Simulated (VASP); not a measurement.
Write the native input for VASP 6.6.1 that does the following.

```
Task                   : single point
Functional             : PBE
Potentials or basis    : VASP PAW PBE potentials, release 64 (Sc_sv, Zn, C, N)
Cutoff                 : 520 eV
k mesh                 : 4 × 4 × 4
Occupations            : gaussian, width 0.1 eV
Spin                   : no spin polarisation
Dipole correction      : no
Further INCAR settings : ALGO = Normal; EDIFF = 1e-07; NBANDS = 40
```

The structure of ScZnC4N4 lies in POSCAR:

```
ScZnC4N4
1.0
    6.0038654500      0.0000000000      0.0000000000
    0.0000000000      6.0038654500      0.0000000000
    0.0000000000      0.0000000000      6.0038654500
Sc Zn C N
1 1 4 4
Direct
    0.0000000000      0.0000000000      0.0000000000
    0.5000000000      0.5000000000      0.5000000000
    0.1944417700      0.1944417700      0.1944417700
    0.1944417700      0.8055582300      0.8055582300
    0.8055582300      0.1944417700      0.8055582300
    0.8055582300      0.8055582300      0.1944417700
    0.3069525900      0.3069525900      0.3069525900
    0.3069525900      0.6930474100      0.6930474100
    0.6930474100      0.3069525900      0.6930474100
    0.6930474100      0.6930474100      0.3069525900
```

One way to write it, as run:

INCAR

```
SYSTEM = ScZnC4N4
  PREC = Accurate
  ENCUT = 520
  EDIFF = 1E-7
  ISMEAR = 0
  SIGMA = 0.1
  LREAL = .FALSE.
  LASPH = .TRUE.
  NELM = 100
  ALGO = Normal
  ISIF = 2
  LWAVE = .FALSE.
  LCHARG = .FALSE.
  GGA = PE
  NBANDS = 40
```

KPOINTS

```
Automatic mesh
0
G
  4 4 4
  0 0 0
```

Potentials or basis: VASP PAW PBE potentials, release 64 (Sc_sv, Zn, C, N).

Command:

```bash
$ cat potpaw_PBE.64/Sc_sv/POTCAR potpaw_PBE.64/Zn/POTCAR potpaw_PBE.64/C/POTCAR potpaw_PBE.64/N/POTCAR > POTCAR
$ mpirun -np 1 vasp_std > vasp.out
```

Results of the run:

The pressure is 6.7 GPa, the largest force is 2.515 eV/Å and the band gap on the k mesh is zero (an odd number of electrons rules out a gap without spin polarisation).

Caveat: the cell stands under pressure; an odd number of electrons without spin polarisation forces a metal; a magnetic or distorted state may lie lower.

It took 110 s on 1 thread of Oxide Virtual Turin-like Processor, on a shared host, peak memory 0.35 GiB.
